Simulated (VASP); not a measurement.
# NaI (Fm-3m) in VASP: further runs, part 2 of 2

VASP 6.6.1.

**3. Electric field gradients, LDA (35.25 Å³/atom)**

This run uses another cell than the first one, of 35.25 Å³/atom.

The input, INCAR:

```
PREC = Accurate
ENCUT = 520
EDIFF = 1E-8
ISMEAR = -1
SIGMA = 0.02
LREAL = False
LASPH = True
NELM = 100
ALGO = Normal
ISIF = 2
LWAVE = False
LCHARG = False
GGA = CA
LEFG = True
NBANDS = 14
```

The input, KPOINTS:

```
Automatic mesh
0
Gamma
  8 8 8
```

The input, POSCAR:

```
NaI
1.0
    0.0000000000      3.2789890945      3.2789890945
    3.2789890945      0.0000000000      3.2789890945
    3.2789890945      3.2789890945      0.0000000000
Na I
1 1
Direct
    0.0000000000      0.0000000000      0.0000000000
    0.5000000000      0.5000000000      0.5000000000
```

Potentials or basis: VASP PAW LDA potentials, release 64 (Na_pv, I).

The run is started by

```sh
$ cat potpaw_LDA.64/Na_pv/POTCAR potpaw_LDA.64/I/POTCAR > POTCAR
$ mpirun -np 1 vasp_std > vasp.out
```

OUTCAR:

```text
PREC = Accurate
   ENCUT = 520
   EDIFF = 1E-8
   ISMEAR = -1
   LREAL = False
   LASPH = True
   NELM = 100
   ISIF = 2
   GGA = CA

 ion  position               nearest neighbor table
   1  0.000  0.000  0.000-
   2  0.500  0.500  0.500-

  LATTYP: Found a face centered cubic cell.
 ALAT       =     6.5579781890

  Lattice vectors:

 A1 = (   0.0000000000,   3.2789890945,   3.2789890945)
 A2 = (   3.2789890945,   0.0000000000,   3.2789890945)
 A3 = (   3.2789890945,   3.2789890945,   0.0000000000)

Analysis of symmetry for initial positions (statically):
=====================================================================
 Subroutine PRICEL returns:
 Original cell was already a primitive cell.

 Routine SETGRP: Setting up the symmetry group for a
 face centered cubic supercell.

 Subroutine GETGRP returns: Found 48 space group operations
 (whereof 48 operations were pure point group operations)
 out of a pool of 48 trial point group operations.

The static configuration has the point symmetry O_h .

Analysis of symmetry for dynamics (positions and initial velocities):
=====================================================================
 Subroutine PRICEL returns:
 Original cell was already a primitive cell.

 Routine SETGRP: Setting up the symmetry group for a
 face centered cubic supercell.

 Subroutine GETGRP returns: Found 48 space group operations
 (whereof 48 operations were pure point group operations)
 out of a pool of 48 trial point group operations.

The dynamic configuration has the point symmetry O_h .

 Subroutine INISYM returns: Found 48 space group operations
 (whereof 48 operations are pure point group operations),
 and found     1 'primitive' translations

----------------------------------------------------------------------------------------

                                     Primitive cell

  volume of cell :      70.5099

  direct lattice vectors                    reciprocal lattice vectors
     0.000000000  3.278989094  3.278989094    -0.152486021  0.152486021  0.152486021
     3.278989094  0.000000000  3.278989094     0.152486021 -0.152486021  0.152486021
     3.278989094  3.278989094  0.000000000     0.152486021  0.152486021 -0.152486021

  length of vectors
     4.637190848  4.637190848  4.637190848     0.264113536  0.264113536  0.264113536

  position of ions in fractional coordinates (direct lattice)
     0.000000000  0.000000000  0.000000000
     0.500000000  0.500000000  0.500000000

  ion indices of the primitive-cell ions
   primitive index   ion index
                 1           1
                 2           2

----------------------------------------------------------------------------------------

 KPOINTS: Automatic mesh

Automatic generation of k-mesh.
 Grid dimensions read from file:
 generate k-points for:    8    8    8

 Generating k-lattice:

  Cartesian coordinates                     Fractional coordinates (reciprocal lattice)
    -0.019060753  0.019060753  0.019060753     0.125000000  0.000000000  0.000000000
[... 80 lines left out ...]
  volume/ion in A,a.u.               =      35.25       237.91
  Fermi-wavevector in a.u.,A,eV,Ry     =   0.955068  1.804816 12.410616  0.912155
  Thomas-Fermi vector in A             =   2.083872
   LORBIT       =      0    0 simple, 1 ext, 2 COOP (PROOUT), +10 PAW based schemes
   GGA     = CA    functional components
   LHFCALC =     F    Hartree Fock is set to
   AEXX    =    0.0000 exact exchange contribution
   IVDW    =     0    specifies the selected vdW correction
   LEPSILON=     F    determine dielectric tensor
   LRPA    =     F    only Hartree local field effects (RPA)
 non-spin polarized calculation
  energy-cutoff  :      520.00
  volume of cell :       70.51
 maximum number of plane-waves:      1924
 NGX is ok and might be reduce to    36
   NGX = 17   NGY = 17   NGZ = 17

 number of electron      13.9999992 magnetization

 Free energy of the ion-electron system (eV)
  ---------------------------------------------------
  ext. energy  EPLUGINS =         0.00000000
  ---------------------------------------------------
  free energy    TOTEN  =        -5.95063689 eV

  energy without entropy =       -5.95063689  energy(sigma->0) =       -5.95063689

 E-fermi :   0.8518     XC(G=0):  -7.9445

 val. band max:        0.3517325537   @ k =   0.0000   0.0000   0.0000
 cond. band min:       3.5987091120   @ k =   0.0000   0.0000   0.0000
 fundamental gap:      3.2469765583
 Fermi energy:         0.8517626234

 k-point     1 :       0.0000    0.0000    0.0000
  band No.  band energies     occupation
      1     -22.0817      2.00000
      2     -22.0817      2.00000
      3     -22.0817      2.00000
      4     -10.6359      2.00000
      5       0.3517      2.00000
      6       0.3517      2.00000
      7       0.3517      2.00000
      8       3.5987      0.00000
      9       8.1427      0.00000
     10       8.1427      0.00000
     11       8.1427      0.00000
     12       9.9508      0.00000
     13       9.9508      0.00000
     14      10.5068      0.00000
[... 377 lines left out ...]
      1     -22.0855      2.00000
      2     -22.0831      2.00000
      3     -22.0824      2.00000
      4     -10.3170      2.00000
      5      -1.4907      2.00000
      6      -0.5220      2.00000
      7      -0.1098      2.00000
      8       6.2255      0.00000
      9       6.3802      0.00000
     10       8.2983      0.00000
     11       8.3615      0.00000
     12      10.5466      0.00000
     13      11.3790      0.00000
     14      12.7094      0.00000

 [... further k-points ...]

------------------------ aborting loop because EDIFF is reached ----------------------------------------

  FORCE on cell =-STRESS in cart. coord.  units (eV):
  Direction    XX          YY          ZZ          XY          YZ          ZX
  --------------------------------------------------------------------------------------
  -------------------------------------------------------------------------------------
  Total       -0.9088924     -0.9088924     -0.9088924      0.0000000      0.0000000     -0.0000000
  in kB      -20.6525247    -20.6525247    -20.6525247      0.0000000      0.0000000     -0.0000000
  external PRESSURE =     -20.6525247 kB  Pullay stress =       0.0000000 kB

 VOLUME and BASIS-vectors are now :
 -----------------------------------------------------------------------------
  energy-cutoff  :      520.00
  volume of cell :       70.51
      direct lattice vectors                 reciprocal lattice vectors
     0.000000000  3.278989094  3.278989094    -0.152486021  0.152486021  0.152486021
     3.278989094  0.000000000  3.278989094     0.152486021 -0.152486021  0.152486021
     3.278989094  3.278989094  0.000000000     0.152486021  0.152486021 -0.152486021

 POSITION                                       TOTAL-FORCE (eV/Angst)
 -----------------------------------------------------------------------------------
      0.00000      0.00000      0.00000        -0.000000      0.000000     -0.000000
      3.27899      3.27899      3.27899         0.000000     -0.000000      0.000000
 -----------------------------------------------------------------------------------
    total drift:                                0.000000      0.000000      0.000000

  FREE ENERGIE OF THE ION-ELECTRON SYSTEM (eV)
  ---------------------------------------------------
  free  energy   TOTEN  =        -5.9506368863 eV

  energy  without entropy=       -5.9506368863  energy(sigma->0) =       -5.95063689

 Electric field gradients (V/A^2)
---------------------------------------------------------------------
 ion       V_xx      V_yy      V_zz      V_xy      V_xz      V_yz
---------------------------------------------------------------------
   1      -0.000    -0.000     0.000    -0.001    -0.001    -0.001
   2       0.000    -0.000    -0.000    -0.000    -0.000    -0.000
---------------------------------------------------------------------

 Electric field gradients after diagonalization (V/A^2)
 (convention: |V_zz| > |V_xx| > |V_yy|)
----------------------------------------------------------------------
 ion       V_xx      V_yy      V_zz     asymmetry (V_yy - V_xx)/ V_zz
----------------------------------------------------------------------
   1       0.001     0.001    -0.003       0.000
   2       0.000     0.000    -0.001       0.000
----------------------------------------------------------------------

           NMR quadrupolar parameters

 Cq : quadrupolar parameter    Cq=e*Q*V_zz/h
 eta: asymmetry parameters     (V_yy - V_xx)/ V_zz
 Q  : nuclear electric quadrupole moment in mb (millibarn)
----------------------------------------------------------------------
 ion       Cq(MHz)       eta       Q (mb)
----------------------------------------------------------------------
   1      -0.000       0.000       1.000
   2      -0.000       0.000       1.000
----------------------------------------------------------------------
```

Run time: 22 s. Hardware: 1 thread of Intel Xeon Platinum 8259CL at 2.50GHz (Skylake/Cascade Lake), shared host; peak memory 0.18 GiB.

Results:

* Free energy: -5.9506 eV
* Pressure: -2.1 GPa
* Band gap on the k mesh: 3.25 eV
* Largest electric field gradient by atom: zero within the noise of the run

Caveat: spin-orbit coupling is left out, which moves the levels of the heavy elements.

**4. Electric field gradients, LDA (35.25 Å³/atom)**

This run uses another cell than the first one, of 35.25 Å³/atom.

The input, INCAR:

```
SYSTEM = NaI
  ALGO = Normal
  EDIFF = 1E-8
  ENCUT = 520
  GGA = CA
  ISIF = 2
  ISMEAR = -1
  LASPH = .True.
  LCHARG = .False.
  LEFG = .True.
  LREAL = .False.
  LWAVE = .False.
  NBANDS = 14
  NELM = 80
  PREC = Accurate
  SIGMA = 0.02
```

The input, KPOINTS:

```
k-points
0
Gamma
  8 8 8
  0 0 0
```

POSCAR is that of step 3.

Potentials or basis: VASP PAW LDA potentials, release 64 (Na_pv, I).

The run is started by

```sh
$ cat potpaw_LDA.64/Na_pv/POTCAR potpaw_LDA.64/I/POTCAR > POTCAR
$ mpirun -np 1 vasp_std > vasp.out
```

OUTCAR:

```text
SYSTEM = NaI
   EDIFF = 1E-8
   ENCUT = 520
   GGA = CA
   ISIF = 2
   ISMEAR = -1
   LASPH = .True.
   LREAL = .False.
   NELM = 80
   PREC = Accurate

 ion  position               nearest neighbor table
   1  0.000  0.000  0.000-
   2  0.500  0.500  0.500-

  LATTYP: Found a face centered cubic cell.
 ALAT       =     6.5579781890

  Lattice vectors:

 A1 = (   0.0000000000,   3.2789890945,   3.2789890945)
 A2 = (   3.2789890945,   0.0000000000,   3.2789890945)
 A3 = (   3.2789890945,   3.2789890945,   0.0000000000)

Analysis of symmetry for initial positions (statically):
=====================================================================
 Subroutine PRICEL returns:
 Original cell was already a primitive cell.

 Routine SETGRP: Setting up the symmetry group for a
 face centered cubic supercell.

 Subroutine GETGRP returns: Found 48 space group operations
 (whereof 48 operations were pure point group operations)
 out of a pool of 48 trial point group operations.

The static configuration has the point symmetry O_h .

Analysis of symmetry for dynamics (positions and initial velocities):
=====================================================================
 Subroutine PRICEL returns:
 Original cell was already a primitive cell.

 Routine SETGRP: Setting up the symmetry group for a
 face centered cubic supercell.

 Subroutine GETGRP returns: Found 48 space group operations
 (whereof 48 operations were pure point group operations)
 out of a pool of 48 trial point group operations.

The dynamic configuration has the point symmetry O_h .

 Subroutine INISYM returns: Found 48 space group operations
 (whereof 48 operations are pure point group operations),
 and found     1 'primitive' translations

----------------------------------------------------------------------------------------

                                     Primitive cell

  volume of cell :      70.5099

  direct lattice vectors                    reciprocal lattice vectors
     0.000000000  3.278989094  3.278989094    -0.152486021  0.152486021  0.152486021
     3.278989094  0.000000000  3.278989094     0.152486021 -0.152486021  0.152486021
     3.278989094  3.278989094  0.000000000     0.152486021  0.152486021 -0.152486021

  length of vectors
     4.637190848  4.637190848  4.637190848     0.264113536  0.264113536  0.264113536

  position of ions in fractional coordinates (direct lattice)
     0.000000000  0.000000000  0.000000000
     0.500000000  0.500000000  0.500000000

  ion indices of the primitive-cell ions
   primitive index   ion index
                 1           1
                 2           2

----------------------------------------------------------------------------------------

 KPOINTS: k-points

Automatic generation of k-mesh.
 Grid dimensions read from file:
 generate k-points for:    8    8    8

 Generating k-lattice:

  Cartesian coordinates                     Fractional coordinates (reciprocal lattice)
[... 77 lines left out ...]
   IALGO  =     38    algorithm
   IMIX   =      4    mixing-type and parameters
     AMIX     =   0.40;   BMIX     =  1.00
     AMIX_MAG =   1.60;   BMIX_MAG =  1.00
  volume/ion in A,a.u.               =      35.25       237.91
  Fermi-wavevector in a.u.,A,eV,Ry     =   0.955068  1.804816 12.410616  0.912155
  Thomas-Fermi vector in A             =   2.083872
   LORBIT       =      0    0 simple, 1 ext, 2 COOP (PROOUT), +10 PAW based schemes
   GGA     = CA    functional components
   LHFCALC =     F    Hartree Fock is set to
   AEXX    =    0.0000 exact exchange contribution
   IVDW    =     0    specifies the selected vdW correction
   LEPSILON=     F    determine dielectric tensor
   LRPA    =     F    only Hartree local field effects (RPA)
 non-spin polarized calculation
  energy-cutoff  :      520.00
  volume of cell :       70.51
 maximum number of plane-waves:      1924
 NGX is ok and might be reduce to    36
   NGX = 17   NGY = 17   NGZ = 17

 number of electron      13.9999992 magnetization

 Free energy of the ion-electron system (eV)
  ---------------------------------------------------
  ext. energy  EPLUGINS =         0.00000000
  ---------------------------------------------------
  free energy    TOTEN  =        -5.95063689 eV

  energy without entropy =       -5.95063689  energy(sigma->0) =       -5.95063689

 E-fermi :   0.8518     XC(G=0):  -7.9445

 val. band max:        0.3517325537   @ k =   0.0000   0.0000   0.0000
 cond. band min:       3.5987091120   @ k =   0.0000   0.0000   0.0000
 fundamental gap:      3.2469765583
 Fermi energy:         0.8517626234

 k-point     1 :       0.0000    0.0000    0.0000
  band No.  band energies     occupation
      1     -22.0817      2.00000
      2     -22.0817      2.00000
      3     -22.0817      2.00000
      4     -10.6359      2.00000
      5       0.3517      2.00000
      6       0.3517      2.00000
      7       0.3517      2.00000
      8       3.5987      0.00000
      9       8.1427      0.00000
     10       8.1427      0.00000
     11       8.1427      0.00000
     12       9.9508      0.00000
     13       9.9508      0.00000
     14      10.5068      0.00000
[... 377 lines left out ...]
      1     -22.0855      2.00000
      2     -22.0831      2.00000
      3     -22.0824      2.00000
      4     -10.3170      2.00000
      5      -1.4907      2.00000
      6      -0.5220      2.00000
      7      -0.1098      2.00000
      8       6.2255      0.00000
      9       6.3802      0.00000
     10       8.2983      0.00000
     11       8.3615      0.00000
     12      10.5466      0.00000
     13      11.3790      0.00000
     14      12.7094      0.00000

 [... further k-points ...]

------------------------ aborting loop because EDIFF is reached ----------------------------------------

  FORCE on cell =-STRESS in cart. coord.  units (eV):
  Direction    XX          YY          ZZ          XY          YZ          ZX
  --------------------------------------------------------------------------------------
  -------------------------------------------------------------------------------------
  Total       -0.9088924     -0.9088924     -0.9088924      0.0000000      0.0000000     -0.0000000
  in kB      -20.6525247    -20.6525247    -20.6525247      0.0000000      0.0000000     -0.0000000
  external PRESSURE =     -20.6525247 kB  Pullay stress =       0.0000000 kB

 VOLUME and BASIS-vectors are now :
 -----------------------------------------------------------------------------
  energy-cutoff  :      520.00
  volume of cell :       70.51
      direct lattice vectors                 reciprocal lattice vectors
     0.000000000  3.278989094  3.278989094    -0.152486021  0.152486021  0.152486021
     3.278989094  0.000000000  3.278989094     0.152486021 -0.152486021  0.152486021
     3.278989094  3.278989094  0.000000000     0.152486021  0.152486021 -0.152486021

 POSITION                                       TOTAL-FORCE (eV/Angst)
 -----------------------------------------------------------------------------------
      0.00000      0.00000      0.00000        -0.000000      0.000000     -0.000000
      3.27899      3.27899      3.27899         0.000000     -0.000000      0.000000
 -----------------------------------------------------------------------------------
    total drift:                                0.000000      0.000000      0.000000

  FREE ENERGIE OF THE ION-ELECTRON SYSTEM (eV)
  ---------------------------------------------------
  free  energy   TOTEN  =        -5.9506368863 eV

  energy  without entropy=       -5.9506368863  energy(sigma->0) =       -5.95063689

 Electric field gradients (V/A^2)
---------------------------------------------------------------------
 ion       V_xx      V_yy      V_zz      V_xy      V_xz      V_yz
---------------------------------------------------------------------
   1      -0.000    -0.000     0.000    -0.001    -0.001    -0.001
   2       0.000    -0.000    -0.000    -0.000    -0.000    -0.000
---------------------------------------------------------------------

 Electric field gradients after diagonalization (V/A^2)
 (convention: |V_zz| > |V_xx| > |V_yy|)
----------------------------------------------------------------------
 ion       V_xx      V_yy      V_zz     asymmetry (V_yy - V_xx)/ V_zz
----------------------------------------------------------------------
   1       0.001     0.001    -0.003       0.000
   2       0.000     0.000    -0.001       0.000
----------------------------------------------------------------------

           NMR quadrupolar parameters

 Cq : quadrupolar parameter    Cq=e*Q*V_zz/h
 eta: asymmetry parameters     (V_yy - V_xx)/ V_zz
 Q  : nuclear electric quadrupole moment in mb (millibarn)
----------------------------------------------------------------------
 ion       Cq(MHz)       eta       Q (mb)
----------------------------------------------------------------------
   1      -0.000       0.000       1.000
   2      -0.000       0.000       1.000
----------------------------------------------------------------------
```

OSZICAR:

```text
N       E                     dE             d eps       ncg     rms          rms(c)
DAV:   1     0.829196005989E+02    0.82920E+02   -0.65866E+03   812   0.890E+02
DAV:   2     0.508819993338E+00   -0.82411E+02   -0.77092E+02   848   0.216E+02
DAV:   3    -0.587841138995E+01   -0.63872E+01   -0.63458E+01  1064   0.587E+01
DAV:   4    -0.603093055959E+01   -0.15252E+00   -0.15249E+00  1014   0.933E+00
DAV:   5    -0.603440169891E+01   -0.34711E-02   -0.34711E-02  1114   0.143E+00    0.158E+00
DAV:   6    -0.596674604502E+01    0.67656E-01   -0.67920E-02   956   0.165E+00    0.102E+00
DAV:   7    -0.595120092552E+01    0.15545E-01   -0.48223E-02  1030   0.117E+00    0.501E-01
DAV:   8    -0.595070272658E+01    0.49820E-03   -0.33071E-03   962   0.482E-01    0.118E-01
DAV:   9    -0.595063815262E+01    0.64574E-04   -0.16735E-04  1004   0.117E-01    0.377E-02
DAV:  10    -0.595063703620E+01    0.11164E-05   -0.24440E-05  1134   0.505E-02    0.689E-03
DAV:  11    -0.595063687718E+01    0.15903E-06   -0.12975E-06  1030   0.134E-02    0.481E-03
DAV:  12    -0.595063688632E+01   -0.91484E-08   -0.69843E-08  1072   0.255E-03
   1 F= -.59506369E+01 E0= -.59506369E+01  d E =-.171026E-12
```

stdout:

```text
POSCAR found type information on POSCAR NaI
 POSCAR found :  2 types and       2 ions
 scaLAPACK will be used
 LDA part: xc-table for (Slater(with rela. corr.)+CA(PZ))
 , standard interpolation
 POSCAR, INCAR and KPOINTS ok, starting setup
 FFT: planning ... GRIDC
 FFT: planning ... GRID_SOFT
 FFT: planning ... GRID
 WAVECAR not read
 entering main loop
ion   1

ion   2
```

Wall time 23 s (1 thread of Intel Xeon Platinum 8259CL at 2.50GHz (Skylake/Cascade Lake), shared host); peak memory 0.18 GiB.

What came out:

| Quantity | Value |
| --- | --- |
| Free energy | -5.9506 eV |
| Pressure | -2.1 GPa |
| Band gap on the k mesh | 3.25 eV |
| Largest electric field gradient by atom | zero within the noise of the run |

Caveat: spin-orbit coupling is left out, which moves the levels of the heavy elements.
